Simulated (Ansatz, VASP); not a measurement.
**One calculation of CuO, two programs**

```
Cu O
1.0
     2.08142   -2.08242    0.16296
     2.08142    2.08242    0.16296
    -0.40353    0.00000    5.13527
Cu O
2 2
Direct
  0.00000 0.50000 0.00000
  0.50000 0.00000 0.50000
  0.50008 0.49992 0.25000
  0.49992 0.50008 0.75000
```

Alike in both runs: functional PBE; k mesh 14 × 14 × 8; occupations gaussian, width 0.1 eV; no spin polarisation.

Ansatz relaxed the structure, and its values are those at the end. VASP's run is a single point on that final structure, the one shown.

```csv
,VASP,Ansatz
version,VASP 6.6.1,Ansatz 0.2.0
potentials or method,"VASP PAW PBE potentials, release 64 (Cu, O), cutoff 520 eV","scalar-relativistic, plane waves, PAW"
valence electrons in the cell,34,50
```

|  | VASP | Ansatz | Ansatz less VASP |
| --- | --- | --- | --- |
| gap on the k mesh at the Fermi level (eV) | none | none | - |
| pressure (GPa) | 0.7 | 0.0 | -0.66 |

A gap of «none» marks a metal or a gap that the smearing closes. VASP's potentials hold 34 valence electrons a cell and Ansatz's 50, so a difference there can come from the potentials and not from the codes.
